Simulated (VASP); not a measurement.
Crystal: MgPb2Se3.

```
CELL_PARAMETERS angstrom
4.38133 0.00000 0.00000
-2.19067 3.79435 0.00000
0.00000 0.00000 10.72449
ATOMIC_POSITIONS crystal
Mg 0.00000 0.00000 0.00000
Pb 0.33333 0.66667 0.65599
Pb 0.66667 0.33333 0.34401
Se 0.33333 0.66667 0.16590
Se 0.66667 0.33333 0.83410
Se 0.00000 0.00000 0.50000
```

* Program: VASP 6.6.1
* Task: relaxation of cell and atoms
* Functional: PBEsol
* Potentials or basis: VASP PAW PBE potentials, release 64 (Mg, Pb_d, Se)
* Cutoff: 600 eV
* k mesh: 6 × 6 × 2
* Occupations: fermi-dirac, width 0.03 eV
* Spin: no spin polarisation

At the start: pressure -5.0 GPa; volume 29.71 Å³/atom.

Q: How do energy, volume and symmetry change on relaxing?

A: Over 12 steps the energy falls by 138.3 meV/atom and the volume is 25.73 Å³/atom (-13.4 %); space group P-3m1 (No. 164, to 0.05 Å).

The path:
```tsv
step	energy change (eV)	largest force (eV/Å)	pressure (GPa)	volume (Å³)
1	0.0000	0.7648	-5.02	178.29
2	-0.4459	0.9100	0.96	155.33
3	-0.4460	0.9058	0.86	155.58
4	-0.5897	0.7855	0.79	154.72
5	-0.7972	0.3441	1.01	152.14
6	-0.7987	0.2950	1.07	151.90
7	-0.8130	0.0619	-1.25	157.97
8	-0.8213	0.1255	-0.42	155.65
9	-0.8292	0.0105	-0.04	154.50
10	-0.8293	0.0263	0.01	154.36
11	-0.8297	0.0119	0.00	154.35
12	-0.8298	0.0038	0.00	154.35
```

Final structure:
```
CELL_PARAMETERS angstrom
4.15711 0.00000 0.00000
-2.07855 3.60016 0.00000
0.00000 0.00000 10.31326
ATOMIC_POSITIONS crystal
Mg 0.00000 0.00000 0.00000
Pb 0.33333 0.66667 0.67744
Pb 0.66667 0.33333 0.32256
Se 0.33333 0.66667 0.13925
Se 0.66667 0.33333 0.86075
Se 0.00000 0.00000 0.50000
```

Caveat: the PAW data sets were made with another functional, which shifts forces and pressure a little.
